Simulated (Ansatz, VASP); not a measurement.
Mo: VASP beside Ansatz

```xyz
1
Lattice="-1.8222 1.6160 1.6160 1.6160 -1.8222 1.6160 1.6160 1.6160 -1.8222" Properties=species:S:1:pos:R:3 pbc="T T T"
Mo    0.0000    0.0000    0.0000
```

Alike in both runs: task single point; functional LDA; k mesh 22 × 22 × 22; occupations gaussian, width 0.15 eV; no spin polarisation.

```csv
,VASP,Ansatz
version,VASP 6.6.1,Ansatz 0.2.0
potentials or method,"VASP PAW LDA potentials, release 64 (Mo_sv), cutoff 520 eV","scalar-relativistic, plane waves, PAW"
valence electrons in the cell,14,14
```

Ansatz gave:

```
gap on the k mesh at the Fermi level (eV)                     : none
pressure (GPa)                                                : -16.3
traceless stress, the component that is largest in VASP (GPa) : 14.91
```

Problem. What did VASP give for the same quantities?

Solution. gap on the k mesh at the Fermi level (eV): none; pressure (GPa): -15.3; traceless stress, the component that is largest in VASP (GPa): 15.16.

Ansatz warns that its potentials were made for another functional, while VASP's fit it. LDA's correlation is that of Perdew and Zunger in VASP and of Perdew and Wang (1992) in Ansatz. A gap of «none» marks a metal or a gap that the smearing closes.
